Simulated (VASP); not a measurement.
Al3Ga3N2: single point with PBE

The system is Al3Ga3N2.

```
Al Ga N
1.0
     2.92475    0.00000    0.00000
    -1.46237    2.53290    0.00000
     0.00000    0.00000   14.36181
Al Ga N
3 3 2
Direct
  0.33333 0.66667 0.83399
  0.66667 0.33333 0.16601
  0.00000 0.00000 0.00000
  0.33333 0.66667 0.32471
  0.00000 0.00000 0.50000
  0.66667 0.33333 0.67529
  0.66667 0.33333 0.91877
  0.33333 0.66667 0.08123
```

```
Program             : VASP 6.6.1
Task                : single point
Functional          : PBE
Potentials or basis : VASP PAW PBE potentials, release 64 (Al, Ga_d, N)
Cutoff              : 520 eV
k mesh              : 12 × 12 × 2
Occupations         : gaussian, width 0.1 eV
Spin                : no spin polarisation
```

```yaml
Pressure: 0.0 GPa
Largest_force: 0.017 eV/Å
Band_gap_on_the_k_mesh: zero (bands 29 and 30 overlap by 3.08 eV)
```

Forces on the atoms (eV/Å):
```
Al   0.000  0.000  0.017
Al   0.000  0.000 -0.017
Al   0.000  0.000  0.000
Ga   0.000  0.000 -0.001
Ga   0.000  0.000  0.000
Ga   0.000  0.000  0.001
N    0.000  0.000 -0.008
N    0.000  0.000  0.008
```

Levels at points of the mesh, in eV from the Fermi level:
```
           k point  band 25  band 26  band 27  band 28  band 29  band 30  band 31  band 32  band 33  band 34
(0.00, 0.00, 0.00)    -3.24    -2.72    -2.72    -2.68     1.41     2.51     3.61     5.71     7.64     8.49
(0.50, 0.00, 0.00)    -4.16    -4.06    -3.88    -2.40    -2.36    -0.40     0.09     1.39     2.25     2.85
(0.00, 0.00, 0.50)    -3.24    -2.72    -2.72    -1.54     0.40     3.27     3.90     4.87     8.26     8.49
(0.50, 0.00, 0.50)    -4.02    -3.88    -3.88    -2.67    -2.45    -0.14     0.48     1.07     1.73     2.92
```

Run time: 86 s on 1 thread of Intel(R) Xeon(R) 6975P-C (Granite Rapids), with other jobs on the host, peak memory 0.31 GiB.
